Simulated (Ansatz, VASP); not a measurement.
**Two plane-wave programs on Nb**

```
Nb
1.0
    -1.62347    1.62347    1.62347
     1.62347   -1.62347    1.62347
     1.62347    1.62347   -1.62347
Nb
1
Direct
  0.00000 0.00000 0.00000
```

Alike in both runs: task relaxation of cell and atoms; functional LDA; k mesh 16 × 16 × 16; occupations fermi-dirac, width 0.15 eV; no spin polarisation.

|  | VASP | Ansatz |
| --- | --- | --- |
| version | VASP 6.6.1 | Ansatz 0.2.0 |
| potentials or method | VASP PAW LDA potentials, release 64 (Nb_sv), cutoff 600 eV | scalar-relativistic, plane waves, PAW |
| valence electrons in the cell | 13 | 13 |

|  | VASP | Ansatz | Ansatz less VASP |
| --- | --- | --- | --- |
| gap on the k mesh at the Fermi level, each at its own relaxed structure (eV) | none | none | - |
| relaxed volume (Å³/atom) | 17.15 | 17.16 | +0.008 |
| relaxed cell length with the largest relative difference (Å) | 2.814 | 2.814 | +0.0004 |

Ansatz warns that its potentials were made for another functional, while VASP's fit it. LDA's correlation is that of Perdew and Zunger in VASP and of Perdew and Wang (1992) in Ansatz. A gap of «none» marks a metal or a gap that the smearing closes.
